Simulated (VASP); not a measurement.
Li3H2, 10 atoms in the cell. It takes space group Cmc2_1 (No. 36, orthorhombic). Conventional cell: a = 8.188 Å, b = 4.840 Å, c = 4.332 Å, α = 90.00°, β = 90.00°, γ = 90.00°. Within 1.9 Å of Li (site symmetry m) lie 2 H at 1.44 Å. Li (site symmetry 1) has 3 H at 1.58 to 1.59 Å within 2.1 Å. Within 1.9 Å of H (site symmetry 1) lie 4 Li at 1.44 to 1.59 Å. The cell was built from a structure type or drawn by symmetry, and may not be a known phase.

- Program: VASP 6.6.1
- Task: relaxation of cell and atoms
- Functional: PBE
- Potentials or basis: VASP PAW PBE potentials, release 64 (Li_sv, H)
- Cutoff: 600 eV
- k mesh: 4 × 4 × 4
- Occupations: gaussian, width 0.2 eV
- Spin: no spin polarisation
- Dipole correction: no
- Further INCAR settings: ALGO = Normal; EDIFF = 1e-07; IBRION = 2; EDIFFG = -0.08; NSW = 36; ISIF = 3

Potentials or basis: VASP PAW PBE potentials, release 64 (Li_sv, H).

The run is started by

```console
$ cat potpaw_PBE.64/Li_sv/POTCAR potpaw_PBE.64/H/POTCAR > POTCAR
$ mpirun -np 1 vasp_std > vasp.out
```

Hardware: 1 thread of Intel(R) Xeon(R) Platinum 8259CL CPU @ 2.50GHz (Skylake/Cascade Lake), on a shared host.

Task: Estimate the wall time of this run.

Result: Wall time 6.4 min on 1 thread of Intel(R) Xeon(R) Platinum 8259CL CPU @ 2.50GHz (Skylake/Cascade Lake) (shared host), peak memory 0.23 GiB. Counts: scf iterations 123, k points 21, ion steps 12.
